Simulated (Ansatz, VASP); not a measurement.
## Br: VASP beside Ansatz

```
Br
1.0
     3.28360   -2.23390    0.00000
     3.28360    2.23390    0.00000
     0.00000    0.00000    8.69380
Br
4
Direct
  0.86100 0.13900 0.11140
  0.63900 0.36100 0.61140
  0.13900 0.86100 0.88860
  0.36100 0.63900 0.38860
```

Alike in both runs: task relaxation of cell and atoms; functional RPBE; k mesh 5 × 5 × 2; occupations fermi-dirac, width 0.05 eV; no spin polarisation.

|  | VASP | Ansatz |
| --- | --- | --- |
| version | VASP 6.6.1 | Ansatz 0.2.0 |
| potentials or method | VASP PAW PBE potentials, release 64 (Br), cutoff 600 eV | plane waves (420 eV) with PAW, scalar-relativistic |
| valence electrons in the cell | 28 | 28 |

|  | VASP | Ansatz | Ansatz less VASP |
| --- | --- | --- | --- |
| relaxed volume (Å³/atom) | 55.12 | 55.34 | +0.219 |
| relaxed length of the cell vector where the two differ most in proportion (Å) | 5.440 | 5.468 | +0.0277 |

VASP's potentials were made for PBE, not for RPBE.

Noted on VASP's run: the volume moved by over 15 % at a fixed basis, so the end points are rough.
